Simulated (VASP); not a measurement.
# Ca (Im-3m) in VASP: further runs, part 2 of 2

VASP 6.6.1.

## 3. Single point, revPBE (volume scaled by 0.96)

File INCAR:

```
SYSTEM = Ca
PREC = Accurate
ENCUT = 520
EDIFF = 1E-6
ISMEAR = -1
SIGMA = 0.1
LREAL = .FALSE.
LASPH = .TRUE.
NELM = 100
ALGO = Normal
ISIF = 2
LWAVE = .FALSE.
LCHARG = .FALSE.
GGA = RE
NBANDS = 11
```

File KPOINTS:

```
Automatic mesh
0
G
  11 11 11
  0 0 0
```

File POSCAR:

```
Ca
1.0
   -2.1932496504      2.1932496504      2.1932496504
    2.1932496504     -2.1932496504      2.1932496504
    2.1932496504      2.1932496504     -2.1932496504
Ca
1
Direct
    0.0000000000      0.0000000000      0.0000000000
```

Potentials or basis: VASP PAW PBE potentials, release 64 (Ca_sv).

The run is started by

```
> cat potpaw_PBE.64/Ca_sv/POTCAR > POTCAR
> mpirun -np 1 vasp_std > vasp.out
```

OUTCAR:

```text
SYSTEM = Ca
   PREC = Accurate
   ENCUT = 520
   EDIFF = 1E-6
   ISMEAR = -1
   LREAL = .FALSE.
   LASPH = .TRUE.
   NELM = 100
   ISIF = 2
   GGA = RE

 ion  position               nearest neighbor table
   1  0.000  0.000  0.000-

  LATTYP: Found a body centered cubic cell.
 ALAT       =     4.3864993008

  Lattice vectors:

 A1 = (  -2.1932496504,   2.1932496504,   2.1932496504)
 A2 = (   2.1932496504,  -2.1932496504,   2.1932496504)
 A3 = (   2.1932496504,   2.1932496504,  -2.1932496504)

Analysis of symmetry for initial positions (statically):
=====================================================================
 Subroutine PRICEL returns:
 Original cell was already a primitive cell.

 Routine SETGRP: Setting up the symmetry group for a
 body centered cubic supercell.

 Subroutine GETGRP returns: Found 48 space group operations
 (whereof 48 operations were pure point group operations)
 out of a pool of 48 trial point group operations.

The static configuration has the point symmetry O_h .

Analysis of symmetry for dynamics (positions and initial velocities):
=====================================================================
 Subroutine PRICEL returns:
 Original cell was already a primitive cell.

 Routine SETGRP: Setting up the symmetry group for a
 body centered cubic supercell.

 Subroutine GETGRP returns: Found 48 space group operations
 (whereof 48 operations were pure point group operations)
 out of a pool of 48 trial point group operations.

The dynamic configuration has the point symmetry O_h .

 Subroutine INISYM returns: Found 48 space group operations
 (whereof 48 operations are pure point group operations),
 and found     1 'primitive' translations

----------------------------------------------------------------------------------------

                                     Primitive cell

  volume of cell :      42.2011

  direct lattice vectors                    reciprocal lattice vectors
    -2.193249650  2.193249650  2.193249650     0.000000000  0.227972224  0.227972224
     2.193249650 -2.193249650  2.193249650     0.227972224  0.000000000  0.227972224
     2.193249650  2.193249650 -2.193249650     0.227972224  0.227972224  0.000000000

  length of vectors
     3.798819828  3.798819828  3.798819828     0.322401411  0.322401411  0.322401411

  position of ions in fractional coordinates (direct lattice)
     0.000000000  0.000000000  0.000000000

  ion indices of the primitive-cell ions
   primitive index   ion index
                 1           1

----------------------------------------------------------------------------------------

 KPOINTS: Automatic mesh

Automatic generation of k-mesh.
 Grid dimensions read from file:
 generate k-points for:   11   11   11

 Generating k-lattice:

  Cartesian coordinates                     Fractional coordinates (reciprocal lattice)
     0.000000000  0.020724748  0.020724748     0.090909091  0.000000000  0.000000000
     0.020724748  0.000000000  0.020724748     0.000000000  0.090909091  0.000000000
     0.020724748  0.020724748  0.000000000     0.000000000  0.000000000  0.090909091

  Length of vectors
     0.029309219  0.029309219  0.029309219

  Shift w.r.t. Gamma in fractional coordinates (k-lattice)
     0.000000000  0.000000000  0.000000000

 Subroutine IBZKPT returns following result:
 ===========================================

 Found     56 irreducible k-points:

 Following reciprocal coordinates:
            Coordinates               Weight
  0.000000  0.000000  0.000000      1.000000
  0.090909  0.000000  0.000000     12.000000
  0.181818  0.000000  0.000000     12.000000
  0.272727  0.000000  0.000000     12.000000
  0.363636  0.000000  0.000000     12.000000
  0.454545  0.000000  0.000000     12.000000
[... 16 lines left out ...]
  0.272727  0.181818  0.090909     48.000000
  0.363636  0.181818  0.090909     24.000000
 [... further k-points ...]
   k-points           NKPTS =     56   k-points in BZ     NKDIM =     56   number of bands    NBANDS=     11
   number of dos      NEDOS =    301   number of ions     NIONS =      1
   total plane-waves  NPLWV =  21952
   dimension x,y,z NGX =    28 NGY =   28 NGZ =   28
   dimension x,y,z NGXF=    56 NGYF=   56 NGZF=   56
   ions per type =               1
   NGX,Y,Z   is equivalent  to a cutoff of  12.25, 12.25, 12.25 a.u.
   NGXF,Y,Z  is equivalent  to a cutoff of  24.51, 24.51, 24.51 a.u.
 SYSTEM =  Ca
   PREC   = accura    normal or accurate (medium, high low for compatibility)
   ISTART =      0    job   : 0-new  1-cont  2-samecut
   ICHARG =      2    charge: 1-file 2-atom 10-const
   ISPIN  =      1    spin polarized calculation?
   LNONCOLLINEAR =      F non collinear calculations
   LSORBIT =      F    spin-orbit coupling
   LASPH  =      T    aspherical Exc in radial PAW
   ENCUT  =  520.0 eV  38.22 Ry    6.18 a.u.   7.06  7.06  7.06*2*pi/ulx,y,z
   NELM   =    100;   NELMIN=  2; NELMDL= -5     # of ELM steps
   EDIFF  = 0.1E-05   stopping-criterion for ELM
   LREAL  =      F    real-space projection
[... 7 lines left out ...]
   TEBEG  =    0.0;   TEEND  =   0.0 temperature during run
   PSTRESS=    0.0 pullay stress
   NELECT =      10.0000    total number of electrons
   NUPDOWN=      -1.0000    fix difference up-down
   EMIN   =  10.00;   EMAX   =-10.00  energy-range for DOS
   EFERMI =   0.00;   METHOD = LEGACY
   ISMEAR =    -1;   SIGMA  =   0.10  broadening in eV -4-tet -1-fermi 0-gaus
   EFERMI_NEDOS =   21; number of points for ismear=-14 and -15
   IALGO  =     38    algorithm
   IMIX   =      4    mixing-type and parameters
     AMIX     =   0.40;   BMIX     =  1.00
     AMIX_MAG =   1.60;   BMIX_MAG =  1.00
  volume/ion in A,a.u.               =      42.20       284.79
  Fermi-wavevector in a.u.,A,eV,Ry     =   1.013056  1.914398 13.963419  1.026282
  Thomas-Fermi vector in A             =   2.146202
   LORBIT       =      0    0 simple, 1 ext, 2 COOP (PROOUT), +10 PAW based schemes
   GGA     = RE    functional components
   LHFCALC =     F    Hartree Fock is set to
   AEXX    =    0.0000 exact exchange contribution
   IVDW    =     0    specifies the selected vdW correction
   LEPSILON=     F    determine dielectric tensor
   LRPA    =     F    only Hartree local field effects (RPA)
 non-spin polarized calculation
  energy-cutoff  :      520.00
  volume of cell :       42.20
 maximum number of plane-waves:      1157
   NGX = 15   NGY = 15   NGZ = 15

 number of electron      10.0000002 magnetization

 Free energy of the ion-electron system (eV)
  ---------------------------------------------------
  ext. energy  EPLUGINS =         0.00000000
  ---------------------------------------------------
  free energy    TOTEN  =        -1.76934974 eV

  energy without entropy =       -1.72094668  energy(sigma->0) =       -1.74514821

 E-fermi :   2.0724     XC(G=0):  -7.6362

 val. band max:        2.0621514753   @ k =   0.3636   0.2727   0.0000
 cond. band min:       2.0824169154   @ k =  -0.4545  -0.4545   0.1818
 fundamental gap:      0.0202654400
 Fermi energy:         2.0724083302

 k-point     1 :       0.0000    0.0000    0.0000
  band No.  band energies     occupation
      1     -40.0514      2.00000
      2     -20.9239      2.00000
      3     -20.9239      2.00000
      4     -20.9239      2.00000
      5      -1.9699      2.00000
      6       4.4351      0.00000
      7       4.4351      0.00000
      8       4.4351      0.00000
      9       5.4797      0.00000
     10       5.4797      0.00000
     11      12.2571      0.00000

 k-point     2 :       0.0909    0.0000    0.0000
  band No.  band energies     occupation
      1     -40.0503      2.00000
      2     -20.9351      2.00000
      3     -20.9277      2.00000
      4     -20.9239      2.00000
      5      -1.8209      2.00000
      6       4.3419      0.00000
      7       4.3720      0.00000
      8       4.5473      0.00000
      9       5.3744      0.00000
     10       5.4823      0.00000
     11      12.0585      0.00000
[... 295 lines left out ...]
 k-point    24 :       0.3636    0.1818    0.0909
  band No.  band energies     occupation
      1     -40.0362      2.00000
      2     -21.0367      2.00000
      3     -20.9860      2.00000
      4     -20.9451      2.00000
      5       1.8317      1.83473
      6       2.1370      0.68783
      7       2.9836      0.00022
      8       5.5814      0.00000
      9       5.7739      0.00000
     10       6.7751      0.00000
     11       7.0255      0.00000

 [... further k-points ...]
[... 5 lines left out ...]
  --------------------------------------------------------------------------------------
  -------------------------------------------------------------------------------------
  Total        0.1906548      0.1906548      0.1906548     -0.0000000     -0.0000000     -0.0000000
  in kB        7.2382587      7.2382587      7.2382587     -0.0000000     -0.0000000     -0.0000000
  external PRESSURE =       7.2382587 kB  Pullay stress =       0.0000000 kB

 VOLUME and BASIS-vectors are now :
 -----------------------------------------------------------------------------
  energy-cutoff  :      520.00
  volume of cell :       42.20
      direct lattice vectors                 reciprocal lattice vectors
    -2.193249650  2.193249650  2.193249650     0.000000000  0.227972224  0.227972224
     2.193249650 -2.193249650  2.193249650     0.227972224  0.000000000  0.227972224
     2.193249650  2.193249650 -2.193249650     0.227972224  0.227972224  0.000000000

 POSITION                                       TOTAL-FORCE (eV/Angst)
 -----------------------------------------------------------------------------------
      0.00000      0.00000      0.00000         0.000000     -0.000000      0.000000
 -----------------------------------------------------------------------------------
    total drift:                               -0.000000     -0.000000     -0.000000

  FREE ENERGIE OF THE ION-ELECTRON SYSTEM (eV)
  ---------------------------------------------------
  free  energy   TOTEN  =        -1.7693497428 eV

  energy  without entropy=       -1.7209466762  energy(sigma->0) =       -1.74514821
```

Wall time 35 s (1 thread of Intel Xeon 8259CL, shared host); peak memory 0.17 GiB.

Results:

```
Free energy            : -1.7693 eV
Pressure               : 0.7 GPa
Band gap on the k mesh : zero (band 5 reaches 2.37 eV, above the bottom of band 6 at 2.05 eV)
```

Caveat: the PAW data sets were made with another functional, which shifts forces and pressure a little.

## 4. Single point, revPBE (volume scaled by 1.04)

File INCAR:

```
PREC = Accurate
ENCUT = 520
EDIFF = 1E-6
ISMEAR = -1
SIGMA = 0.1
LREAL = F
LASPH = T
NELM = 80
ALGO = Normal
ISIF = 2
LWAVE = F
LCHARG = F
GGA = RE
NBANDS = 11
```

File KPOINTS:

```
Automatic mesh
0
Gamma
  11 11 11
```

File POSCAR:

```
Ca
1.0
   -2.2525551750      2.2525551750      2.2525551750
    2.2525551750     -2.2525551750      2.2525551750
    2.2525551750      2.2525551750     -2.2525551750
Ca
1
Direct
    0.0000000000      0.0000000000      0.0000000000
```

The run is started by

```
> cat potpaw_PBE.64/Ca_sv/POTCAR > POTCAR
> mpirun -np 1 vasp_std > vasp.out
```

Wall time 42 s (1 thread of Intel Xeon 8259CL, shared host); peak memory 0.18 GiB.

Results (log left out):

```yaml
Free_energy: -1.7706 eV
Pressure: -0.6 GPa
Band_gap_on_the_k_mesh: zero (band 5 reaches 2.04 eV, above the bottom of band 6 at 1.69 eV)
```

Levels at points of the mesh, in eV from the Fermi level:
| k point | band 2 | band 3 | band 4 | band 5 | band 6 | band 7 | band 8 | band 9 |
| --- | --- | --- | --- | --- | --- | --- | --- | --- |
| (0.00, 0.00, 0.00) | -23.20 | -23.20 | -23.20 | -3.89 | 2.25 | 2.25 | 2.25 | 3.21 |

Caveat: the PAW data sets were made with another functional, which shifts forces and pressure a little.

## 5. Single point, revPBE (volume scaled by 1.08)

File INCAR:

```
  ALGO = Normal
  EDIFF = 1E-6
  ENCUT = 520
  GGA = RE
  ISIF = 2
  ISMEAR = -1
  LASPH = T
  LCHARG = T
  LELF = T
  LREAL = F
  LVHAR = T
  LWAVE = F
  NBANDS = 11
  NELM = 100
  PREC = Accurate
  SIGMA = 0.1
```

File KPOINTS:

```
k-points
0
Gamma
  11 11 11
```

File POSCAR:

```
Ca
1.0
   -2.2810715589      2.2810715589      2.2810715589
    2.2810715589     -2.2810715589      2.2810715589
    2.2810715589      2.2810715589     -2.2810715589
Ca
1
Direct
    0.0000000000      0.0000000000      0.0000000000
```

Potentials or basis: VASP PAW PBE potentials, release 64 (Ca_sv).

The run is started by

```
> cat potpaw_PBE.64/Ca_sv/POTCAR > POTCAR
> mpirun -np 1 vasp_std > vasp.out
```

OUTCAR:

```text
EDIFF = 1E-6
   ENCUT = 520
   GGA = RE
   ISIF = 2
   ISMEAR = -1
   LASPH = T
   LREAL = F
   NELM = 100
   PREC = Accurate

 ion  position               nearest neighbor table
   1  0.000  0.000  0.000-

  LATTYP: Found a body centered cubic cell.
 ALAT       =     4.5621431178

  Lattice vectors:

 A1 = (  -2.2810715589,   2.2810715589,   2.2810715589)
 A2 = (   2.2810715589,  -2.2810715589,   2.2810715589)
 A3 = (   2.2810715589,   2.2810715589,  -2.2810715589)

[... 506 lines left out ...]
      2     -21.7416      2.00000
      3     -21.7094      2.00000
      4     -21.6827      2.00000
      5       1.3925      1.81580
      6       1.6406      0.90394
      7       2.5125      0.00027
      8       4.7990      0.00000
      9       4.9810      0.00000
     10       5.6817      0.00000
     11       6.0611      0.00000

 [... further k-points ...]
[... 5 lines left out ...]
  --------------------------------------------------------------------------------------
  -------------------------------------------------------------------------------------
  Total       -0.3231396     -0.3231396     -0.3231396      0.0000000     -0.0000000      0.0000000
  in kB      -10.9049578    -10.9049578    -10.9049578      0.0000000     -0.0000000      0.0000000
  external PRESSURE =     -10.9049578 kB  Pullay stress =       0.0000000 kB

 VOLUME and BASIS-vectors are now :
 -----------------------------------------------------------------------------
  energy-cutoff  :      520.00
  volume of cell :       47.48
      direct lattice vectors                 reciprocal lattice vectors
    -2.281071559  2.281071559  2.281071559     0.000000000  0.219195228  0.219195228
     2.281071559 -2.281071559  2.281071559     0.219195228  0.000000000  0.219195228
     2.281071559  2.281071559 -2.281071559     0.219195228  0.219195228  0.000000000

 POSITION                                       TOTAL-FORCE (eV/Angst)
 -----------------------------------------------------------------------------------
      0.00000      0.00000      0.00000         0.000000      0.000000     -0.000000
 -----------------------------------------------------------------------------------
    total drift:                               -0.000000     -0.000000      0.000000

  FREE ENERGIE OF THE ION-ELECTRON SYSTEM (eV)
  ---------------------------------------------------
  free  energy   TOTEN  =        -1.7615074520 eV

  energy  without entropy=       -1.7135415668  energy(sigma->0) =       -1.73752451
```

stdout:

```text
POSCAR found type information on POSCAR Ca
 POSCAR found :  1 types and       1 ions
 scaLAPACK will be used
 -----------------------------------------------------------------------------
|                                                                             |
|                                                                             |
|     You enforced a specific xc type in the INCAR file but a different       |
|     I HOPE YOU KNOW WHAT YOU ARE DOING!                                     |
|                                                                             |
 -----------------------------------------------------------------------------

 LDA part: xc-table for (Slater+PW92), standard interpolation
 POSCAR, INCAR and KPOINTS ok, starting setup
 FFT: planning ... GRIDC
 FFT: planning ... GRID_SOFT
 FFT: planning ... GRID
 WAVECAR not read
 entering main loop
```

It took 41 s on 1 thread of Intel Xeon 8259CL, shared host; peak memory 0.18 GiB.

What came out:

```yaml
Free_energy: -1.7615 eV
Pressure: -1.1 GPa
Band_gap_on_the_k_mesh: zero (band 5 reaches 1.90 eV, above the bottom of band 6 at 1.53 eV)
```

Caveat: the PAW data sets were made with another functional, which shifts forces and pressure a little.

## 6. Summary

| cell | gap on the mesh (eV) | pressure (GPa) |
| --- | --- | --- |
| a = 3.745 Å, angles 109.5°, 1 atom | none | 1.6 |
| a = 3.799 Å, angles 109.5°, 1 atom | none | 0.7 |
| a = 3.902 Å, angles 109.5°, 1 atom | none | -0.6 |
| a = 3.951 Å, angles 109.5°, 1 atom | none | -1.1 |

Alike in all rows: task single point; level revPBE; potentials or basis VASP PAW PBE potentials, release 64 (Ca_sv); no spin polarisation; k mesh 11 × 11 × 11; cutoff (eV) 520; smearing fermi-dirac 0.1 eV.

Caveats: the PAW data sets were made with another functional, which shifts forces and pressure a little.

Total energies depend on the potentials used, so only differences within one code and one set of settings carry meaning.
